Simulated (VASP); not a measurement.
**MgO: relaxation of cell and atoms with r2SCAN**

The system is MgO.

```xyz
2
Lattice="0.0000 2.1245 2.1245 2.1245 0.0000 2.1245 2.1245 2.1245 0.0000" Properties=species:S:1:pos:R:3 pbc="T T T"
Mg    0.0000    0.0000    0.0000
O     2.1245    2.1245    2.1245
```

| Item | Value |
| --- | --- |
| Program | VASP 6.6.1 |
| Task | relaxation of cell and atoms |
| Functional | r2SCAN |
| Potentials or basis | VASP PAW PBE potentials, release 64 (Mg_sv, O) |
| Cutoff | 920 eV |
| k mesh | 10 × 10 × 10 |
| Occupations | gaussian, width 0.02 eV |
| Spin | no spin polarisation |
| Dipole correction | no |
| Further INCAR settings | ALGO = Normal; EDIFF = 1e-07; IBRION = 2; EDIFFG = -0.002; NSW = 100; ISIF = 3 |

| Item | Value |
| --- | --- |
| Relaxed volume | 9.32 Å³/atom |
| Relaxed cell | a = 2.976 Å, b = 2.976 Å, c = 2.976 Å, α = 60.00°, β = 60.00°, γ = 60.00° |
| Space group after relaxing (to 0.1 Å) | Fm-3m (No. 225) |
| Energy gained by relaxing | 3.6 meV/atom |
| Ionic steps | 4 |
| Pressure after relaxing | 0.0 GPa |
| Band gap on the k mesh | 5.67 eV |

Step by step:
| step | energy change (eV) | largest force (eV/Å) | pressure (GPa) | volume (Å³) |
| --- | --- | --- | --- | --- |
| 1 | 0.0000 | 0.0000 | -4.42 | 19.18 |
| 2 | -0.0062 | 0.0000 | 1.66 | 18.45 |
| 3 | -0.0073 | 0.0000 | -0.15 | 18.65 |
| 4 | -0.0073 | 0.0000 | 0.00 | 18.64 |

Final structure:
```
CELL_PARAMETERS angstrom
0.00000 2.10429 2.10429
2.10429 0.00000 2.10429
2.10429 2.10429 0.00000
ATOMIC_POSITIONS crystal
Mg 0.00000 0.00000 0.00000
O 0.50000 0.50000 0.50000
```

Levels at points of the mesh, in eV from the valence-band top:
```csv
k point,band 5,band 6,band 7,band 8,band 9,band 10,band 11,band 12
"(0.00, 0.00, 0.00)",-18.20,0.00,0.00,0.00,5.67,16.88,16.88,16.88
"(0.50, 0.00, 0.00)",-16.92,-4.61,-0.68,-0.68,8.85,13.87,17.54,17.54
"(0.50, 0.50, 0.00)",-16.71,-4.08,-1.37,-1.37,10.05,11.18,14.34,20.50
```

It took 3.2 min on 1 thread of Intel(R) Xeon(R) 6975P-C (Granite Rapids), on a shared host, peak memory 0.19 GiB.

Caveat: the PAW data sets were made with another functional, which shifts forces and pressure a little. r2SCAN opens gaps a little over a GGA but as a rule still falls short of measured ones.
